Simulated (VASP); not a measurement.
# InH3 (P6/mmm) in VASP: a series of runs

Runs on InH3. Level: PBE. Tasks: single point, relaxation of cell and atoms.

Program: VASP 6.6.1. These are calculated values, not measurements. Logs are shortened: lines on timing, memory, paths and dates and some standing lists are left out, and cuts for length are marked.

**1. The cell of the first run**

Symmetry: P6/mmm, No. 191, hexagonal system. The conventional cell has a = 3.050 Å, b = 3.050 Å, c = 5.340 Å, α = 90.00°, β = 90.00°, γ = 120.00°. In (site symmetry 6/mmm) has 6 In at 3.05 Å and 24 H at 3.07 to 3.76 Å within 4.0 Å. H (site symmetry mmm) has 4 H at 1.53 Å within 2.0 Å.

**2. Single point, PBE**

File INCAR:

```
PREC = Accurate ; ENCUT = 520
EDIFF = 1E-6 ; ISMEAR = 0
SIGMA = 0.1 ; LREAL = F
LASPH = T ; NELM = 100
ALGO = Normal ; ISIF = 2
LWAVE = F ; LCHARG = T
GGA = PE ; LELF = T
LVHAR = T ; NBANDS = 16
```

File KPOINTS:

```
Automatic mesh
0
Gamma
  6 6 4
```

File POSCAR:

```
InH3
1.0
    3.0501716000      0.0000000000      0.0000000000
   -1.5250858000      2.6415260900      0.0000000000
    0.0000000000      0.0000000000      5.3397050500
In H
1 3
Direct
    0.0000000000      0.0000000000      0.5000000000
    0.5000000000      0.0000000000      0.0000000000
    0.0000000000      0.5000000000      0.0000000000
    0.5000000000      0.5000000000      0.0000000000
```

Potentials or basis: VASP PAW PBE potentials, release 64 (In_d, H).

Started as:

```
> cat potpaw_PBE.64/In_d/POTCAR potpaw_PBE.64/H/POTCAR > POTCAR
> mpirun -np 1 vasp_std > vasp.out
```

OUTCAR:

```text
PREC = Accurate
   ENCUT = 520
   EDIFF = 1E-6
   ISMEAR = 0
   LREAL = F
   LASPH = T
   NELM = 100
   ISIF = 2
   GGA = PE

 ion  position               nearest neighbor table
   1  0.000  0.000  0.500-
   2  0.500  0.000  0.000-
   3  0.000  0.500  0.000-
   4  0.500  0.500  0.000-

  LATTYP: Found a hexagonal cell.
 ALAT       =     3.0501716000
 C/A-ratio  =     1.7506244731

  Lattice vectors:

 A1 = (   3.0501716000,   0.0000000000,   0.0000000000)
 A2 = (  -1.5250858000,   2.6415260900,   0.0000000000)
 A3 = (   0.0000000000,   0.0000000000,   5.3397050500)

Analysis of symmetry for initial positions (statically):
=====================================================================
 Subroutine PRICEL returns:
 Original cell was already a primitive cell.

 Routine SETGRP: Setting up the symmetry group for a
 hexagonal supercell.

 Subroutine GETGRP returns: Found 24 space group operations
 (whereof 24 operations were pure point group operations)
 out of a pool of 24 trial point group operations.

The static configuration has the point symmetry D_6h.

Analysis of symmetry for dynamics (positions and initial velocities):
=====================================================================
 Subroutine PRICEL returns:
 Original cell was already a primitive cell.

 Routine SETGRP: Setting up the symmetry group for a
 hexagonal supercell.

 Subroutine GETGRP returns: Found 24 space group operations
 (whereof 24 operations were pure point group operations)
 out of a pool of 24 trial point group operations.

The dynamic configuration has the point symmetry D_6h.

 Subroutine INISYM returns: Found 24 space group operations
 (whereof 24 operations are pure point group operations),
 and found     1 'primitive' translations

----------------------------------------------------------------------------------------

                                     Primitive cell

  volume of cell :      43.0226

  direct lattice vectors                    reciprocal lattice vectors
     3.050171600  0.000000000  0.000000000     0.327850407  0.189284521  0.000000000
    -1.525085800  2.641526090  0.000000000     0.000000000  0.378569042  0.000000000
     0.000000000  0.000000000  5.339705050     0.000000000  0.000000000  0.187276262

  length of vectors
     3.050171600  3.050171599  5.339705050     0.378569041  0.378569042  0.187276262

  position of ions in fractional coordinates (direct lattice)
     0.000000000  0.000000000  0.500000000
     0.500000000  0.000000000  0.000000000
     0.000000000  0.500000000  0.000000000
     0.500000000  0.500000000  0.000000000

  ion indices of the primitive-cell ions
   primitive index   ion index
                 1           1
                 2           2
                 3           3
                 4           4

----------------------------------------------------------------------------------------

 KPOINTS: Automatic mesh

Automatic generation of k-mesh.
 Grid dimensions read from file:
 generate k-points for:    6    6    4

 Generating k-lattice:

  Cartesian coordinates                     Fractional coordinates (reciprocal lattice)
     0.054641734  0.031547420  0.000000000     0.166666667  0.000000000  0.000000000
     0.000000000  0.063094840  0.000000000     0.000000000  0.166666667  0.000000000
     0.000000000  0.000000000  0.046819065     0.000000000  0.000000000  0.250000000

  Length of vectors
     0.063094840  0.063094840  0.046819065

  Shift w.r.t. Gamma in fractional coordinates (k-lattice)
     0.000000000  0.000000000  0.000000000

 Subroutine IBZKPT returns following result:
 ===========================================

 Found     21 irreducible k-points:

 Following reciprocal coordinates:
            Coordinates               Weight
  0.000000  0.000000  0.000000      1.000000
  0.166667  0.000000  0.000000      6.000000
  0.333333  0.000000  0.000000      6.000000
  0.500000  0.000000  0.000000      3.000000
  0.166667  0.166667  0.000000      6.000000
  0.333333  0.166667  0.000000     12.000000
[... 13 lines left out ...]
  0.333333  0.166667  0.500000     12.000000
  0.333333  0.333333  0.500000      2.000000
   k-points           NKPTS =     21   k-points in BZ     NKDIM =     21   number of bands    NBANDS=     16
   number of dos      NEDOS =    301   number of ions     NIONS =      4
   total plane-waves  NPLWV =  23040
   dimension x,y,z NGX =    24 NGY =   24 NGZ =   40
   dimension x,y,z NGXF=    48 NGYF=   48 NGZF=   80
   ions per type =               1   3
   NGX,Y,Z   is equivalent  to a cutoff of  13.08, 13.08, 12.45 a.u.
   NGXF,Y,Z  is equivalent  to a cutoff of  26.16, 26.16, 24.91 a.u.
 SYSTEM =  unknown system
   PREC   = accura    normal or accurate (medium, high low for compatibility)
   ISTART =      0    job   : 0-new  1-cont  2-samecut
   ICHARG =      2    charge: 1-file 2-atom 10-const
   ISPIN  =      1    spin polarized calculation?
   LNONCOLLINEAR =      F non collinear calculations
   LSORBIT =      F    spin-orbit coupling
   LASPH  =      T    aspherical Exc in radial PAW
   ENCUT  =  520.0 eV  38.22 Ry    6.18 a.u.   5.67  5.67  9.93*2*pi/ulx,y,z
   NELM   =    100;   NELMIN=  2; NELMDL= -5     # of ELM steps
   EDIFF  = 0.1E-05   stopping-criterion for ELM
   LREAL  =      F    real-space projection
   EDIFFG = 0.1E-04   stopping-criterion for IOM
   NSW    =      0    number of steps for IOM
   IBRION =     -1    ionic relax: 0-MD 1-quasi-New 2-CG
   NFREE  =      0    steps in history (QN), initial steepest desc. (CG)
   ISIF   =      2    stress and relaxation
   ISYM   =      2    0-nonsym 1-usesym 2-fastsym
   POTIM  = 0.5000    time-step for ionic-motion
   TEBEG  =    0.0;   TEEND  =   0.0 temperature during run
   PSTRESS=    0.0 pullay stress
   NELECT =      16.0000    total number of electrons
   NUPDOWN=      -1.0000    fix difference up-down
   EMIN   =  10.00;   EMAX   =-10.00  energy-range for DOS
   EFERMI =   0.00;   METHOD = LEGACY
   ISMEAR =     0;   SIGMA  =   0.10  broadening in eV -4-tet -1-fermi 0-gaus
   EFERMI_NEDOS =   21; number of points for ismear=-14 and -15
   IALGO  =     38    algorithm
   IMIX   =      4    mixing-type and parameters
     AMIX     =   0.40;   BMIX     =  1.00
     AMIX_MAG =   1.60;   BMIX_MAG =  1.00
[... 43 lines left out ...]
[... 8 lines left out ...]
     15      17.0362      0.00000
     16      20.1397      0.00000

 k-point     2 :       0.1667    0.0000    0.0000
  band No.  band energies     occupation
      1     -10.6225      2.00000
      2     -10.4859      2.00000
      3     -10.3605      2.00000
      4     -10.2543      2.00000
      5     -10.1806      2.00000
      6      -5.3988      2.00000
[... 8 lines left out ...]
     15      17.8706      0.00000
     16      18.5234      0.00000

 k-point     3 :       0.3333    0.0000    0.0000
  band No.  band energies     occupation
      1     -10.7329      2.00000
      2     -10.4298      2.00000
      3     -10.2653      2.00000
      4     -10.2185      2.00000
      5     -10.0776      2.00000
      6      -3.6478      2.00000
[... 8 lines left out ...]
     15      18.2942      0.00000
     16      19.0337      0.00000

 k-point     4 :       0.5000    0.0000    0.0000
  band No.  band energies     occupation
      1     -10.8002      2.00000
      2     -10.5131      2.00000
      3     -10.2373      2.00000
      4     -10.1519      2.00000
      5      -9.9299      2.00000
      6      -1.5181      2.00000
[... 8 lines left out ...]
     15      18.1079      0.00000
     16      18.4892      0.00000

 k-point     5 :       0.1667    0.1667    0.0000
  band No.  band energies     occupation
      1     -10.5623      2.00000
      2     -10.4775      2.00000
      3     -10.3701      2.00000
      4     -10.2264      2.00000
      5     -10.1395      2.00000
      6      -4.2213      2.00000
[... 8 lines left out ...]
     15      16.8716      0.00000
     16      19.3495      0.00000

 k-point     6 :       0.3333    0.1667    0.0000
  band No.  band energies     occupation
      1     -10.6257      2.00000
      2     -10.4678      2.00000
      3     -10.2844      2.00000
      4     -10.2401      2.00000
      5     -10.0380      2.00000
      6      -1.9907      2.00000
[... 8 lines left out ...]
     15      16.6993      0.00000
     16      20.4818      0.00000

 k-point     7 :       0.3333    0.3333    0.0000
  band No.  band energies     occupation
      1     -10.4023      2.00000
      2     -10.4023      2.00000
      3     -10.3076      2.00000
      4     -10.3076      2.00000
      5     -10.2176      2.00000
      6       0.2543      2.00000
[... 8 lines left out ...]
     15      19.0049      0.00000
     16      22.2053      0.00000

 k-point     8 :       0.0000    0.0000    0.2500
  band No.  band energies     occupation
      1     -10.6735      2.00000
      2     -10.4963      2.00000
      3     -10.4963      2.00000
      4     -10.1617      2.00000
      5     -10.1617      2.00000
      6      -5.7239      2.00000
[... 8 lines left out ...]
     15      19.4180      0.00000
     16      19.6005      0.00000

 k-point     9 :       0.1667    0.0000    0.2500
  band No.  band energies     occupation
      1     -10.6208      2.00000
      2     -10.4839      2.00000
      3     -10.3605      2.00000
      4     -10.2562      2.00000
      5     -10.1808      2.00000
      6      -5.1393      2.00000
[... 8 lines left out ...]
     15      17.8320      0.00000
     16      19.6018      0.00000
[... 115 lines left out ...]
 k-point    16 :       0.1667    0.0000    0.5000
  band No.  band energies     occupation
      1     -10.6191      2.00000
      2     -10.4819      2.00000
      3     -10.3604      2.00000
      4     -10.2581      2.00000
      5     -10.1810      2.00000
      6      -4.6984      2.00000
[... 8 lines left out ...]
     15      16.9317      0.00000
     16      20.4064      0.00000

 k-point    17 :       0.3333    0.0000    0.5000
  band No.  band energies     occupation
      1     -10.7325      2.00000
      2     -10.4368      2.00000
      3     -10.2583      2.00000
      4     -10.2191      2.00000
      5     -10.0776      2.00000
      6      -3.0625      2.00000
[... 8 lines left out ...]
     15      16.2130      0.00000
     16      17.0911      0.00000

 k-point    18 :       0.5000    0.0000    0.5000
  band No.  band energies     occupation
      1     -10.7999      2.00000
      2     -10.5206      2.00000
      3     -10.2380      2.00000
      4     -10.1457      2.00000
      5      -9.9299      2.00000
      6      -1.1856      2.00000
[... 8 lines left out ...]
     15      14.9678      0.00000
     16      15.8895      0.00000

 k-point    19 :       0.1667    0.1667    0.5000
  band No.  band energies     occupation
      1     -10.5620      2.00000
      2     -10.4734      2.00000
      3     -10.3765      2.00000
      4     -10.2272      2.00000
      5     -10.1362      2.00000
      6      -3.5927      2.00000
[... 8 lines left out ...]
     15      18.8967      0.00000
     16      20.1321      0.00000

 k-point    20 :       0.3333    0.1667    0.5000
  band No.  band energies     occupation
      1     -10.6253      2.00000
      2     -10.4743      2.00000
      3     -10.2860      2.00000
      4     -10.2361      2.00000
      5     -10.0359      2.00000
      6      -1.5523      2.00000
[... 8 lines left out ...]
     15      16.7645      0.00000
     16      17.5187      0.00000

 k-point    21 :       0.3333    0.3333    0.5000
  band No.  band energies     occupation
      1     -10.4063      2.00000
      2     -10.4063      2.00000
      3     -10.3069      2.00000
      4     -10.3069      2.00000
      5     -10.2131      2.00000
      6       0.4926      2.00000
[... 8 lines left out ...]
     15      16.0493      0.00000
     16      16.0493      0.00000

------------------------ aborting loop because EDIFF is reached ----------------------------------------

  FORCE on cell =-STRESS in cart. coord.  units (eV):
  Direction    XX          YY          ZZ          XY          YZ          ZX
  --------------------------------------------------------------------------------------
  -------------------------------------------------------------------------------------
  Total       -1.5795310     -1.5795310     -0.3807691      0.0000000      0.0000000      0.0000000
  in kB      -58.8223382    -58.8223381    -14.1799865      0.0000000      0.0000000      0.0000000
  external PRESSURE =     -43.9415543 kB  Pullay stress =       0.0000000 kB

 VOLUME and BASIS-vectors are now :
 -----------------------------------------------------------------------------
  energy-cutoff  :      520.00
  volume of cell :       43.02
      direct lattice vectors                 reciprocal lattice vectors
     3.050171600  0.000000000  0.000000000     0.327850407  0.189284521  0.000000000
    -1.525085800  2.641526090  0.000000000     0.000000000  0.378569042  0.000000000
     0.000000000  0.000000000  5.339705050     0.000000000  0.000000000  0.187276262

 POSITION                                       TOTAL-FORCE (eV/Angst)
 -----------------------------------------------------------------------------------
      0.00000      0.00000      2.66985         0.000000      0.000000      0.000000
      1.52509      0.00000      0.00000        -0.000000      0.000000      0.000000
     -0.76254      1.32076      0.00000        -0.000000      0.000000      0.000000
      0.76254      1.32076      0.00000        -0.000000      0.000000      0.000000
 -----------------------------------------------------------------------------------
    total drift:                                0.000000     -0.000000     -0.000000

  FREE ENERGIE OF THE ION-ELECTRON SYSTEM (eV)
  ---------------------------------------------------
  free  energy   TOTEN  =        -9.4134913627 eV

  energy  without entropy=       -9.4015990226  energy(sigma->0) =       -9.40754519
```

Wall time 5.8 s (1 thread of Intel Xeon 6975P-C (Granite Rapids), shared host); peak memory 0.16 GiB.

Results:

| Property | Result |
| --- | --- |
| Free energy | -9.4135 eV |
| Pressure | -4.4 GPa |
| Band gap on the k mesh | zero (band 8 reaches 6.16 eV, above the bottom of band 9 at 1.86 eV) |

Stress tensor (GPa, compression positive):
```
-5.88  0.00  0.00
 0.00 -5.88  0.00
 0.00  0.00 -1.42
```

Levels at points of the mesh, in eV from the Fermi level:
| k point | band 4 | band 5 | band 6 | band 7 | band 8 | band 9 | band 10 | band 11 | band 12 | band 13 |
| --- | --- | --- | --- | --- | --- | --- | --- | --- | --- | --- |
| (0.00, 0.00, 0.00) | -14.77 | -14.77 | -10.60 | -7.07 | -2.01 | 6.07 | 6.07 | 12.14 | 12.27 | 12.27 |
| (0.50, 0.00, 0.00) | -14.76 | -14.54 | -6.13 | -4.38 | -1.91 | -1.04 | 2.87 | 3.95 | 5.24 | 8.08 |
| (0.00, 0.00, 0.50) | -14.77 | -14.77 | -9.88 | -8.72 | 0.94 | 5.59 | 6.06 | 6.06 | 12.77 | 12.77 |
| (0.50, 0.00, 0.50) | -14.76 | -14.54 | -5.80 | -3.67 | -2.78 | -2.76 | 4.25 | 4.99 | 7.30 | 8.80 |

Caveat: the k points lie up to 0.40 Å⁻¹ apart; spin-orbit coupling is left out, which moves the levels of the heavy elements.

**3. Single point, PBE**

This run uses another cell than the first one, of 9.74 Å³/atom, 0.906 times its volume.

File INCAR:

```
PREC = Accurate
ENCUT = 520
EDIFF = 1E-6
ISMEAR = 0
SIGMA = 0.1
LREAL = F
LASPH = T
NELM = 100
ALGO = Normal
ISIF = 2
LWAVE = F
LCHARG = F
GGA = PE
NBANDS = 16
```

File KPOINTS:

```
regular mesh
0
Gamma
  6 6 4
```

File POSCAR:

```
InH3
1.0
    2.9142742473      0.0000000000      0.0000000000
   -1.4571371237      2.5238355318      0.0000000000
    0.0000000000      0.0000000000      5.2974228262
In H
1 3
Direct
    0.0000000000      0.0000000000      0.5000000000
    0.5000000000      0.0000000000      0.0000000000
    0.0000000000      0.5000000000      0.0000000000
    0.5000000000      0.5000000000      0.0000000000
```

Potentials or basis: VASP PAW PBE potentials, release 64 (In_d, H).

Started as:

```
> cat potpaw_PBE.64/In_d/POTCAR potpaw_PBE.64/H/POTCAR > POTCAR
> mpirun -np 1 vasp_std > vasp.out
```

Wall time 22 s (1 thread of Intel Xeon 6975P-C, shared host); peak memory 0.16 GiB.

The run converged. Its results:

```yaml
Free_energy: -9.5016 eV
Pressure: -0.1 GPa
Band_gap_on_the_k_mesh: zero (band 8 reaches 6.71 eV, above the bottom of band 9 at 2.96 eV)
```

Stress tensor (GPa, compression positive):
```
-0.20  0.00  0.00
 0.00 -0.20  0.00
 0.00  0.00  0.00
```

Levels at points of the mesh, in eV from the Fermi level:
```csv
k point,band 5,band 6,band 7,band 8,band 9,band 10,band 11,band 12
"(0.00, 0.00, 0.00)",-14.96,-11.36,-7.76,-2.56,7.26,7.26,12.09,12.23
"(0.50, 0.00, 0.00)",-14.68,-6.43,-4.39,-2.39,-0.85,2.93,4.79,5.32
"(0.00, 0.00, 0.50)",-14.96,-10.59,-9.48,0.40,5.31,7.25,7.25,13.25
"(0.50, 0.00, 0.50)",-14.68,-6.05,-3.77,-3.27,-2.54,5.11,5.28,8.06
```

Caveat: the k points lie up to 0.41 Å⁻¹ apart; spin-orbit coupling is left out, which moves the levels of the heavy elements.

**4. Relaxation of cell and atoms, PBE**

File INCAR:

```
SYSTEM = InH3
  ALGO = Normal
  EDIFF = 1E-6
  EDIFFG = -0.04
  ENCUT = 600
  GGA = PE
  IBRION = 2
  ISIF = 3
  ISMEAR = 0
  LASPH = .True.
  LCHARG = .False.
  LREAL = .False.
  LWAVE = .False.
  NELM = 60
  NSW = 90
  PREC = Accurate
  SIGMA = 0.1
```

File KPOINTS:

```
k-points
0
Gamma
  6 6 4
  0 0 0
```

File POSCAR:

```
InH3
1.0
    3.0501716000      0.0000000000      0.0000000000
   -1.5250858000      2.6415260900      0.0000000000
    0.0000000000      0.0000000000      5.3397050500
In H
1 3
Direct
    0.0000000000      0.0000000000      0.5000000000
    0.5000000000      0.0000000000      0.0000000000
    0.0000000000      0.5000000000      0.0000000000
    0.5000000000      0.5000000000      0.0000000000
```

Started as:

```
> cat potpaw_PBE.64/In_d/POTCAR potpaw_PBE.64/H/POTCAR > POTCAR
> mpirun -np 1 vasp_std > vasp.out
```

Run time: 52 s. Hardware: 1 thread of Intel Xeon 6975P-C, shared host; peak memory 0.18 GiB.

It converged, with:

* Free energy: -9.5024 eV
* Relaxed volume: 9.73 Å³/atom
* Relaxed cell: a = 2.916 Å, b = 2.916 Å, c = 5.286 Å, α = 90.00°, β = 90.00°, γ = 120.00°
* Space group after relaxing (to 0.05 Å): P6/mmm (No. 191)
* Energy gained by relaxing: 22.2 meV/atom
* Ionic steps: 3
* Pressure after relaxing: 0.0 GPa
* Band gap on the k mesh: zero (band 8 reaches 6.71 eV, above the bottom of band 9 at 2.97 eV)

Stress tensor (GPa, compression positive):
```
-0.20  0.00  0.00
 0.00 -0.20  0.00
 0.00  0.00  0.27
```

Step by step:
```csv
step,energy change (eV),largest force (eV/Å),pressure (GPa),volume (Å³)
1,0.0000,0.0000,-4.30,43.02
2,-0.0534,0.0000,-3.05,41.25
3,-0.0889,0.0000,-0.04,38.92
```

Final structure:
```
CELL_PARAMETERS angstrom
2.91552 0.00000 0.00000
-1.45776 2.52492 0.00000
0.00000 0.00000 5.28645
ATOMIC_POSITIONS crystal
In 0.00000 0.00000 0.50000
H 0.50000 0.00000 0.00000
H 0.00000 0.50000 0.00000
H 0.50000 0.50000 0.00000
```

Levels at points of the mesh, in eV from the Fermi level:
| k point | band 6 | band 7 | band 8 | band 9 | band 10 | band 11 |
| --- | --- | --- | --- | --- | --- | --- |
| (0.00, 0.00, 0.00) | -11.36 | -7.74 | -2.55 | 7.24 | 7.24 | 12.16 |
| (0.50, 0.00, 0.00) | -6.43 | -4.40 | -2.38 | -0.83 | 2.93 | 4.77 |
| (0.00, 0.00, 0.50) | -10.59 | -9.47 | 0.44 | 5.35 | 7.23 | 7.23 |
| (0.50, 0.00, 0.50) | -6.05 | -3.78 | -3.26 | -2.54 | 5.10 | 5.30 |

Caveat: the k points lie up to 0.41 Å⁻¹ apart in the final cell; spin-orbit coupling is left out, which moves the levels of the heavy elements.

**5. The runs side by side**

| task | cell | cutoff (eV) | gap on the mesh (eV) | pressure (GPa) |
| --- | --- | --- | --- | --- |
| single point | a = 3.050, b = 3.050, c = 5.340 Å, angles 90.0, 90.0, 120.0°, 4 atoms | 520 | none | -4.4 |
| single point | a = 2.914, b = 2.914, c = 5.297 Å, angles 90.0, 90.0, 120.0°, 4 atoms | 520 | none | -0.1 |
| relaxation of cell and atoms | relaxed from a = 3.050, b = 3.050, c = 5.340 Å, angles 90.0, 90.0, 120.0°, 4 atoms | 600 | none | 0.0 |

Alike in all rows: level PBE; potentials or basis VASP PAW PBE potentials, release 64 (In_d, H); no spin polarisation; k mesh 6 × 6 × 4; smearing gaussian 0.1 eV.

Caveats: all runs use coarse meshes; spin-orbit coupling is left out, which moves the levels of the heavy elements.

Total energies depend on the potentials used, so only differences within one code and one set of settings carry meaning.
